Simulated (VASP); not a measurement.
## HfN: relaxation of cell and atoms with LDA

HfN:

```xyz
2
Lattice="0.0000 2.2560 2.2560 2.2560 0.0000 2.2560 2.2560 2.2560 0.0000" Properties=species:S:1:pos:R:3 pbc="T T T"
Hf    0.0000    0.0000    0.0000
N     2.2560    2.2560    2.2560
```

- Program: VASP 6.6.1
- Task: relaxation of cell and atoms
- Functional: LDA
- Potentials or basis: VASP PAW LDA potentials, release 64 (Hf_pv, N)
- Cutoff: 600 eV
- k mesh: 11 × 11 × 11
- Occupations: methfessel-paxton, width 0.05 eV
- Spin: no spin polarisation
- Dipole correction: no
- Further INCAR settings: ALGO = Normal; EDIFF = 1e-07; IBRION = 2; EDIFFG = -0.01; NSW = 80; ISIF = 3

```
Relaxed volume                         : 11.11 Å³/atom
Relaxed cell                           : a = 3.155 Å, b = 3.155 Å, c = 3.155 Å, α = 60.00°, β = 60.00°, γ = 60.00°
Space group after relaxing (to 0.05 Å) : Fm-3m (No. 225)
Energy gained by relaxing              : 11.6 meV/atom
Ionic steps                            : 4
Pressure after relaxing                : 0.0 GPa
```

The path:
| step | energy change (eV) | largest force (eV/Å) | pressure (GPa) | volume (Å³) |
| --- | --- | --- | --- | --- |
| 1 | 0.0000 | 0.0000 | -9.56 | 22.96 |
| 2 | 0.0794 | 0.0000 | 24.07 | 20.76 |
| 3 | -0.0232 | 0.0000 | -0.24 | 22.23 |
| 4 | -0.0232 | 0.0000 | -0.02 | 22.21 |

Final structure:
```cif
data_structure
_symmetry_space_group_name_H-M 'P 1'
_symmetry_Int_Tables_number 1
_cell_length_a 3.1552
_cell_length_b 3.1552
_cell_length_c 3.1552
_cell_angle_alpha 60.000
_cell_angle_beta 60.000
_cell_angle_gamma 60.000
_cell_volume 22.21
loop_
_atom_site_label
_atom_site_type_symbol
_atom_site_fract_x
_atom_site_fract_y
_atom_site_fract_z
_atom_site_occupancy
Hf1 Hf 0.00000 0.00000 0.00000 1
N1 N 0.50000 0.50000 0.50000 1
```

Levels at points of the mesh, in eV from the Fermi level:
```
           k point  band 5  band 6  band 7  band 8  band 9  band 10  band 11
(0.00, 0.00, 0.00)   -2.91   -2.91   -2.91   -0.34   -0.34    -0.34     2.07
```

Run time: 78 s on 1 thread of AMD EPYC 7R43 64-Core Processor (Zen 3), on a shared host, peak memory 0.13 GiB.

Caveat: spin-orbit coupling is left out, which moves the levels of the heavy elements. LDA usually gives volumes a few per cent too small.
